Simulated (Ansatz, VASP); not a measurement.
**One calculation of SnO2, two programs**

```
CELL_PARAMETERS angstrom
4.82078 0.00000 0.00000
0.00000 4.82078 0.00000
0.00000 0.00000 3.24217
ATOMIC_POSITIONS crystal
Sn 0.00000 0.00000 0.00000
Sn 0.50000 0.50000 0.50000
O 0.30710 0.30710 0.00000
O 0.19290 0.80710 0.50000
O 0.69290 0.69290 0.00000
O 0.80710 0.19290 0.50000
```

Alike in both runs: task single point; functional PBEsol; k mesh 4 × 4 × 6; no spin polarisation.

|  | VASP | Ansatz |
| --- | --- | --- |
| version | VASP 6.6.1 | Ansatz 0.2.0 |
| potentials or method | VASP PAW PBE potentials, release 64 (Sn_d, O), cutoff 520 eV | plane waves, PAW |
| occupations | methfessel-paxton of order 1, width 0.05 eV | cold, width 0.05 eV |
| valence electrons in the cell | 52 | 52 |

|  | VASP | Ansatz | Ansatz less VASP |
| --- | --- | --- | --- |
| pressure (GPa) | -5.0 | -5.6 | -0.51 |
| traceless stress, the component that is largest in VASP (GPa) | -0.67 | -0.90 | -0.232 |

VASP's potentials were made for PBE, not for PBEsol.
